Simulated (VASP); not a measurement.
Input of a VASP 6.6.1 run:

File INCAR:

```
SYSTEM = CdS
ALGO = Normal
EDIFF = 1E-6
ENCUT = 500
GGA = PS
GGA_COMPAT = .False.
ISIF = 2
ISMEAR = 0
LASPH = .True.
LCHARG = .True.
LELF = .True.
LREAL = .False.
LVHAR = .True.
LWAVE = .False.
NBANDS = 16
NELM = 120
PREC = Accurate
SIGMA = 0.1
```

File KPOINTS:

```
k-points
0
Gamma
  8 8 8
  0 0 0
```

The input POSCAR:

```
CdS
1.0
    0.0000000000      2.7532440000      2.7532440000
    2.7532440000      0.0000000000      2.7532440000
    2.7532440000      2.7532440000      0.0000000000
Cd S
1 1
Direct
    0.0000000000      0.0000000000      0.0000000000
    0.5000000000      0.5000000000      0.5000000000
```

Potentials or basis: VASP PAW PBE potentials, release 64 (Cd, S).

Command:

```sh
$ cat potpaw_PBE.64/Cd/POTCAR potpaw_PBE.64/S/POTCAR > POTCAR
$ mpirun -np 1 vasp_std > vasp.out
```

(1) Estimate the band gap on the k mesh.

(2) What does it give for the pressure?

## Answers

(1) 0.14 eV, indirect (least direct gap 1.42 eV).

(2) -4.0 GPa.

Caveat: the PAW data sets were made with another functional, which shifts forces and pressure a little.
